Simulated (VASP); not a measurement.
Here is a VASP 6.6.1 calculation.

File INCAR:

```
  ALGO = Normal
  EDIFF = 1E-6
  ENCUT = 520
  ISIF = 2
  ISMEAR = 0
  LASPH = T
  LCHARG = T
  LELF = T
  LREAL = F
  LVHAR = T
  LWAVE = F
  NBANDS = 11
  NELM = 100
  PREC = Accurate
  SIGMA = 0.05
```

File KPOINTS:

```
k-points
0
Gamma
  12 12 12
```

The input POSCAR:

```
BN
1.0
    0.0000000000      1.7837539340      1.8729416307
    1.7837539340      0.0000000000      1.8729416307
    1.7837539340      1.7837539340      0.0000000000
B N
1 1
Direct
    0.0000000000      0.0000000000      0.0000000000
    0.7500000000      0.7500000000      0.7500000000
```

Potentials or basis: VASP PAW LDA potentials, release 64 (B, N).

Command:

```sh
$ cat potpaw_LDA.64/B/POTCAR potpaw_LDA.64/N/POTCAR > POTCAR
$ mpirun -np 1 vasp_std > vasp.out
```

**Question.** Estimate the band gap on the k mesh.

**Answer.** 3.89 eV, indirect (least direct gap 8.37 eV).

**Question.** Estimate the pressure.

**Answer.** -13.4 GPa.

Stress tensor (GPa, compression positive):
```
 -2.76   0.00   0.00
  0.00  -2.76   0.00
  0.00   0.00 -34.54
```

 A k mesh can miss the band edges.
